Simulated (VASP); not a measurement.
The system is As.

```
As
1.0
     0.00000    2.21000    2.21000
     2.21000    0.00000    2.21000
     2.21000    2.21000    0.00000
As
1
Direct
  0.00000 0.00000 0.00000
```

This isn't the form of As at room conditions, which is rhombohedral.

- Program: VASP 6.6.1
- Task: relaxation of cell and atoms
- Functional: LDA
- Potentials or basis: VASP PAW LDA potentials, release 64 (As)
- Cutoff: 500 eV
- k mesh: 16 × 16 × 16
- Occupations: fermi-dirac, width 0.1 eV
- Spin: no spin polarisation

At the start: pressure -11.1 GPa; volume 21.59 Å³/atom.

Task: Where does the relaxation end?

Result: Over 3 steps the energy falls by 137.1 meV/atom and the volume is 18.19 Å³/atom (-15.7 %); space group Fm-3m (No. 225, to 0.1 Å) before and after.

Step by step:
```csv
step,energy change (eV),largest force (eV/Å),pressure (GPa),volume (Å³)
1,0.0000,0.0000,-11.14,21.59
2,-0.1207,0.0000,5.74,17.23
3,-0.1371,0.0000,0.00,18.19
```

Final structure:
```
As
1.0
     0.00000    2.08734    2.08734
     2.08734    0.00000    2.08734
     2.08734    2.08734    0.00000
As
1
Cartesian
  0.0000 0.0000 0.0000
```

Caveat: the volume moved by over 15 % at a fixed basis, so the end points are rough.
